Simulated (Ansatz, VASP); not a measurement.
## Two plane-wave programs on TiAl

File INCAR:

```
SYSTEM = TiAl
PREC = Accurate
ENCUT = 520
EDIFF = 1E-6
ISMEAR = 0
SIGMA = 0.15
LREAL = .False.
LASPH = .True.
NELM = 80
ALGO = Fast
ISIF = 2
LWAVE = .False.
LCHARG = .True.
LELF = .True.
LVHAR = .True.
NBANDS = 14
```

KPOINTS

```
Automatic mesh
0
Gamma
  14 14 14
  0 0 0
```

The input POSCAR:

```
TiAl
1.0
    2.7804367431      0.0000000000      0.0000000000
    0.0000000000      2.9522614856      0.0000000000
    0.0000000000      0.0000000000      3.1240862282
Ti Al
1 1
Direct
    0.0000000000      0.0000000000      0.0000000000
    0.5000000000      0.5000000000      0.5000000000
```

Input for Ansatz:

```yaml
crystal:
  lattice:
    - [2.7804367431, 0.0, 0.0]
    - [0.0, 2.9522614856, 0.0]
    - [0.0, 0.0, 3.1240862282]
  atoms:
    - { symbol: Ti, position: [0.0, 0.0, 0.0] }
    - { symbol: Al, position: [0.5, 0.5, 0.5] }
basis:
  ecutwfc: 520.0
kpoints:
  mp_grid: { grid: [14, 14, 14] }
hamiltonian:
  xc: lda
  pseudopotentials: { kind: paw, azcp: { folder: soft_1 } }
scf:
  occupations: { method: gaussian, width: 0.15 }
output:
  forces: true
  stress: true
  eigenvalues: true
```

Change from the starting cell: normal strain along x -0.1100, normal strain along y -0.0550.

Alike in both runs: task single point; functional LDA; k mesh 14 × 14 × 14; occupations gaussian, width 0.15 eV; no spin polarisation.

```csv
,VASP,Ansatz
version,VASP 6.6.1,Ansatz 0.2.0
potentials or method,"VASP PAW LDA potentials, release 64 (Ti_sv, Al), cutoff 520 eV","scalar-relativistic, plane waves, PAW"
valence electrons in the cell,15,15
```

Ansatz gave:

* gap on the k mesh at the Fermi level (eV): none
* pressure (GPa): 30.8
* traceless stress, the component that is largest in VASP (GPa): 4.55

Question: Which values does VASP return?

Answer: gap on the k mesh at the Fermi level (eV): none; pressure (GPa): 31.0; traceless stress, the component that is largest in VASP (GPa): 4.56.

Ansatz warns that its potentials were made for another functional, while VASP's fit it. LDA's correlation is that of Perdew and Zunger in VASP and of Perdew and Wang (1992) in Ansatz. A gap of «none» marks a metal or a gap that the smearing closes. Both programs put the cell under a high pressure, so it lies far from rest at this level.
